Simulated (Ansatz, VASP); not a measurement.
## Two plane-wave programs on HfC

File INCAR:

```
SYSTEM = HfC
  PREC = Accurate
  ENCUT = 520
  EDIFF = 1E-6
  ISMEAR = 0
  SIGMA = 0.15
  LREAL = .FALSE.
  LASPH = .TRUE.
  NELM = 60
  ALGO = Normal
  ISIF = 2
  LWAVE = .FALSE.
  LCHARG = .FALSE.
  GGA = PE
  NBANDS = 14
```

KPOINTS

```
regular mesh
0
G
  20 20 20
  0 0 0
```

The input POSCAR:

```
HfC
1.0
    1.2302358153      3.0755895382      3.0755895382
    3.0755895382      1.2302358153      3.0755895382
    3.0755895382      3.0755895382      1.2302358153
Hf C
1 1
Direct
    0.5000000000      0.5000000000      0.5000000000
    0.0000000000      0.0000000000      0.0000000000
```

Input for Ansatz:

```yaml
crystal:
  lattice:
    - [1.2302358153, 3.0755895382, 3.0755895382]
    - [3.0755895382, 1.2302358153, 3.0755895382]
    - [3.0755895382, 3.0755895382, 1.2302358153]
  atoms:
    - { symbol: Hf, position: [0.5, 0.5, 0.5] }
    - { symbol: C, position: [0.0, 0.0, 0.0] }
basis:
  ecutwfc: 420
kpoints:
  mp_grid: { grid: [20, 20, 20] }
hamiltonian:
  xc: pbe
scf:
  occupations: { method: gaussian, width: 0.15 }
output:
  forces: true
  stress: true
  eigenvalues: true
```

Alike in both runs: task single point; functional PBE; k mesh 20 × 20 × 20; occupations gaussian, width 0.15 eV; no spin polarisation.

|  | VASP | Ansatz |
| --- | --- | --- |
| version | VASP 6.6.1 | Ansatz 0.2.0 |
| potentials or method | VASP PAW PBE potentials, release 64 (Hf_pv, C), cutoff 520 eV | scalar-relativistic, plane waves, PAW |
| valence electrons in the cell | 14 | 30 |

VASP gave:

| Item | Value |
| --- | --- |
| gap on the k mesh at the Fermi level (eV) | none |
| pressure (GPa) | 16.0 |
| traceless stress, the component that is largest in VASP (GPa) | -35.86 |

Estimate Ansatz's values.

gap on the k mesh at the Fermi level (eV): none; pressure (GPa): 17.3; traceless stress, the component that is largest in VASP (GPa): -36.10.

A gap of «none» marks a metal or a gap that the smearing closes. With one functional, cell and mesh, what is left measures potentials, basis and numerics. VASP's potentials hold 14 valence electrons a cell and Ansatz's 30, so a difference there can come from the potentials and not from the codes.

Spin-orbit coupling is off throughout.
